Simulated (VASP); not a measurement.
**TiO2: relaxation of cell and atoms with PBE**

The system is TiO2.

```xyz
6
Lattice="-2.1682 2.1682 5.4421 2.1682 -2.1682 5.4421 2.1682 2.1682 -5.4421" Properties=species:S:1:pos:R:3 pbc="T T T"
Ti    0.0000    2.1682    2.7211
Ti    0.0000    0.0000    0.0000
O     0.0000    2.1682    0.4571
O     0.0000    0.0000    8.6203
O     0.0000    0.0000    2.2639
O     0.0000    2.1682    4.9850
```

- Program: VASP 6.6.1
- Task: relaxation of cell and atoms
- Functional: PBE
- Potentials or basis: VASP PAW PBE potentials, release 64 (Ti_sv, O)
- Cutoff: 600 eV
- k mesh: 8 × 8 × 8
- Occupations: fermi-dirac, width 0.02 eV
- Spin: no spin polarisation
- Dipole correction: no
- Further INCAR settings: ALGO = Normal; EDIFF = 1e-06; IBRION = 2; EDIFFG = -0.005; NSW = 80; ISIF = 3

| Quantity | Value |
| --- | --- |
| Relaxed volume | 11.70 Å³/atom |
| Relaxed cell | a = 5.546 Å, b = 5.546 Å, c = 5.546 Å, α = 139.89°, β = 139.89°, γ = 58.02° |
| Space group after relaxing (to 0.1 Å) | I4_1/amd (No. 141) |
| Energy gained by relaxing | 810.2 meV/atom |
| Ionic steps | 11 |
| Pressure after relaxing | 0.0 GPa |
| Largest force after relaxing | 0.005 eV/Å |
| Band gap on the k mesh | 2.13 eV (least direct gap 2.40 eV) |

Forces in eV/Å, atoms in the order of the input:
```
Ti   0.000  0.000  0.000
Ti   0.000  0.000  0.000
O    0.000  0.000  0.005
O    0.000  0.000  0.005
O    0.000  0.000 -0.005
O    0.000  0.000 -0.005
```

Step by step:
| step | energy change (eV) | largest force (eV/Å) | pressure (GPa) | volume (Å³) |
| --- | --- | --- | --- | --- |
| 1 | 0.0000 | 1.2860 | -34.02 | 102.33 |
| 2 | -2.2982 | 3.4648 | 67.88 | 57.52 |
| 3 | -4.8079 | 0.3968 | -2.87 | 71.70 |
| 4 | -4.8136 | 0.4748 | -1.21 | 71.11 |
| 5 | -4.8129 | 0.5500 | 0.41 | 70.56 |
| 6 | -4.8578 | 0.0764 | 1.23 | 69.69 |
| 7 | -4.8602 | 0.0306 | 0.99 | 69.85 |
| 8 | -4.8599 | 0.0357 | -1.05 | 70.53 |
| 9 | -4.8611 | 0.0003 | 0.00 | 70.17 |
| 10 | -4.8611 | 0.0010 | -0.02 | 70.17 |
| 11 | -4.8612 | 0.0046 | -0.01 | 70.17 |

Final structure:
```
CELL_PARAMETERS angstrom
-1.90186 1.90186 4.85005
1.90186 -1.90186 4.85005
1.90186 1.90186 -4.85005
ATOMIC_POSITIONS crystal
Ti 0.75000 0.25000 0.50000
Ti 0.00000 0.00000 0.00000
O 0.54337 0.04337 0.50000
O 0.79337 0.79337 0.00000
O 0.20663 0.20663 0.00000
O 0.95663 0.45663 0.50000
```

Levels at points of the mesh, in eV from the valence-band top:
| k point | band 22 | band 23 | band 24 | band 25 | band 26 | band 27 |
| --- | --- | --- | --- | --- | --- | --- |
| (0.00, 0.00, 0.00) | -0.76 | -0.39 | -0.39 | 2.13 | 2.79 | 3.97 |
| (0.50, 0.00, 0.00) | -0.85 | -0.82 | -0.61 | 3.19 | 3.47 | 3.52 |
| (0.50, 0.50, 0.00) | -1.95 | -0.02 | -0.02 | 3.23 | 3.23 | 3.69 |
| (0.50, 0.50, 0.50) | -1.21 | -0.07 | -0.07 | 2.45 | 2.45 | 3.70 |

Wall time 20 min on 1 thread of Intel(R) Xeon(R) 6975P-C (Granite Rapids) (shared host), peak memory 0.49 GiB.

Caveat: the volume moved by over 15 % at a fixed basis, so the end points are rough. A k mesh can miss the band edges.
